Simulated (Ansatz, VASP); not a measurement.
## Two plane-wave programs on HfO2

File POSCAR:

```
HfO2
1.0
    5.1129138024      0.0000000000      0.0000000000
    0.0000000000      4.9025969881      0.0000000000
    0.0000000000      0.0000000000      4.9299483645
Hf O
4 8
Direct
    0.9669940000      0.7325208200      0.7414403500
    0.5330060000      0.7325208200      0.2414403500
    0.4669940000      0.2674791800      0.7414403500
    0.0330060000      0.2674791800      0.2414403500
    0.6321274500      0.9286454000      0.8792672600
    0.8678725500      0.9286454000      0.3792672600
    0.2339485200      0.5398830500      0.4922923900
    0.2660514800      0.5398830500      0.9922923900
    0.7660514800      0.4601169500      0.9922923900
    0.7339485200      0.4601169500      0.4922923900
    0.1321274500      0.0713546000      0.8792672600
    0.3678725500      0.0713546000      0.3792672600
```

The input INCAR.step1:

```
SYSTEM = HfO2
PREC     = Accurate       ! precision mode
ENCUT    = 520            ! plane-wave cutoff, eV
ISMEAR   = -1             ! smearing method
SIGMA    = 0.05           ! smearing width, eV
LREAL    = .False.        ! projectors in reciprocal space
LASPH    = .True.         ! aspherical terms in the spheres
NELM     = 60             ! most SCF steps
NBANDS   = 56             ! bands
GGA      = PE             ! functional
ALGO     = Normal         ! electronic algorithm
EDIFF    = 1E-4           ! SCF threshold, eV
LWAVE    = .True.         ! write WAVECAR
LCHARG   = .False.        ! write CHGCAR
```

File INCAR.step2:

```
SYSTEM = HfO2
PREC     = Accurate       ! precision mode
ENCUT    = 520            ! plane-wave cutoff, eV
EDIFF    = 1E-7           ! SCF threshold, eV
ISMEAR   = -1             ! smearing method
SIGMA    = 0.05           ! smearing width, eV
LREAL    = .False.        ! projectors in reciprocal space
LASPH    = .True.         ! aspherical terms in the spheres
NELM     = 60             ! most SCF steps
ALGO     = Normal         ! electronic algorithm
ISIF     = 2              ! what is computed and relaxed
LWAVE    = .False.        ! write WAVECAR
LCHARG   = .False.        ! write CHGCAR
METAGGA  = R2SCAN         ! meta-GGA
LMIXTAU  = .True.       
NBANDS   = 56             ! bands
ISTART   = 1
```

KPOINTS

```
Automatic mesh
0
Gamma
  5 6 5
  0 0 0
```

File input.yaml:

```yaml
crystal:
  lattice:
    - [5.1129138024, 0.0, 0.0]
    - [0.0, 4.9025969881, 0.0]
    - [0.0, 0.0, 4.9299483645]
  atoms:
    - { symbol: Hf, position: [0.966994, 0.73252082, 0.74144035] }
    - { symbol: Hf, position: [0.533006, 0.73252082, 0.24144035] }
    - { symbol: Hf, position: [0.466994, 0.26747918, 0.74144035] }
    - { symbol: Hf, position: [0.033006, 0.26747918, 0.24144035] }
    - { symbol: O, position: [0.63212745, 0.9286454, 0.87926726] }
    - { symbol: O, position: [0.86787255, 0.9286454, 0.37926726] }
    - { symbol: O, position: [0.23394852, 0.53988305, 0.49229239] }
    - { symbol: O, position: [0.26605148, 0.53988305, 0.99229239] }
    - { symbol: O, position: [0.76605148, 0.46011695, 0.99229239] }
    - { symbol: O, position: [0.73394852, 0.46011695, 0.49229239] }
    - { symbol: O, position: [0.13212745, 0.0713546, 0.87926726] }
    - { symbol: O, position: [0.36787255, 0.0713546, 0.37926726] }
hamiltonian:
  xc: r2scan
  pseudopotentials: { kind: paw }
kpoints:
  mp_grid: { grid: [5, 6, 5] }
scf:
  occupations: { method: fermi_dirac, width: 0.05 }
output:
  forces: true
  stress: true
  eigenvalues: true
```

Alike in both runs: task single point; functional r2SCAN; k mesh 5 × 6 × 5; occupations fermi-dirac, width 0.05 eV; no spin polarisation.

```csv
,VASP,Ansatz
version,VASP 6.6.1,Ansatz 0.2.0
potentials or method,"VASP PAW PBE potentials, release 64 (Hf_pv, O)",Ansatz PAW
plane-wave cutoff (eV),520,500
valence electrons in the cell,88,152
```

Ansatz gave:

- gap on the k mesh at the Fermi level (eV): 5.23
- least direct gap on the mesh (eV): 5.43
- pressure (GPa): 23.7
- traceless stress, the component that is largest in VASP (GPa): 0.87
- rms of the force components (eV/Å): 0.162

Question: Estimate VASP's values.

Answer: gap on the k mesh at the Fermi level (eV): 5.19; least direct gap on the mesh (eV): 5.40; pressure (GPa): 19.6; traceless stress, the component that is largest in VASP (GPa): 0.87; rms of the force components (eV/Å): 0.134.

VASP's potentials were made for PBE, not for r2SCAN. Atom by atom the forces differ by 0.035 eV/Å (rms over components). With one functional, cell and mesh, what is left measures potentials, basis and numerics. VASP's potentials hold 88 valence electrons a cell and Ansatz's 152, so a difference there can come from the potentials and not from the codes.

Neither program's run includes spin-orbit coupling. Noted on Ansatz's run: odd divisions of the mesh miss points on the zone boundary, where band edges often lie, so the gap on the mesh can be too wide.
